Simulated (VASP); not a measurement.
Set up this calculation in VASP 6.6.1, as the native input.

| Item | Value |
| --- | --- |
| Task | single point |
| Functional | PBEsol |
| Potentials or basis | VASP PAW PBE potentials, release 64 (Ti_sv, Pt) |
| Cutoff | 520 eV |
| k mesh | 12 × 12 × 12 |
| Occupations | gaussian, width 0.1 eV |
| Spin | no spin polarisation |
| Dipole correction | no |
| Further INCAR settings | ALGO = Fast; EDIFF = 1e-07; NBANDS = 29 |

The structure of TiPt3 lies in POSCAR:

```
TiPt3
1.0
    3.6887415961      0.0000000000      0.0000000000
    0.0000000000      3.6887415961      0.0000000000
    0.0000000000      0.0000000000      3.6887415961
Ti Pt
1 3
Direct
    0.0000000000      0.0000000000      0.0000000000
    0.5000000000      0.5000000000      0.0000000000
    0.5000000000      0.0000000000      0.5000000000
    0.0000000000      0.5000000000      0.5000000000
```

This cell differs from its parent crystal: Os replaced by Pt, lengths x 0.976, strained.

One way to write it, as run:

INCAR

```
PREC     = Accurate       # precision mode
ENCUT    = 520            # plane-wave cutoff, eV
EDIFF    = 1E-7           # SCF threshold, eV
ISMEAR   = 0              # smearing method
SIGMA    = 0.1            # smearing width, eV
LREAL    = F              # projectors in reciprocal space
LASPH    = T              # aspherical terms in the spheres
NELM     = 80             # most SCF steps
ALGO     = Fast           # electronic algorithm
ISIF     = 2              # what is computed and relaxed
LWAVE    = F              # write WAVECAR
LCHARG   = F              # write CHGCAR
GGA      = PS             # functional
NBANDS   = 29             # bands
```

KPOINTS

```
Automatic mesh
0
Gamma
  12 12 12
```

Potentials or basis: VASP PAW PBE potentials, release 64 (Ti_sv, Pt).

Run with:

```sh
$ cat potpaw_PBE.64/Ti_sv/POTCAR potpaw_PBE.64/Pt/POTCAR > POTCAR
$ mpirun -np 1 vasp_std > vasp.out
```

It gave:

```yaml
Pressure: 66.8 GPa
Band_gap_on_the_k_mesh: zero (bands 21 and 22 overlap by 2.02 eV)
```

Caveat: the cell differs from its parent crystal (Os replaced by Pt, lengths x 0.976, strained); the cell stands under pressure; the PAW data sets were made with another functional, which shifts forces and pressure a little; spin-orbit coupling is left out, which moves the levels of the heavy elements.

It took 6.7 min on 1 thread of AMD EPYC 7R43 64-Core Processor (Zen 3), on a shared host, peak memory 0.2 GiB.
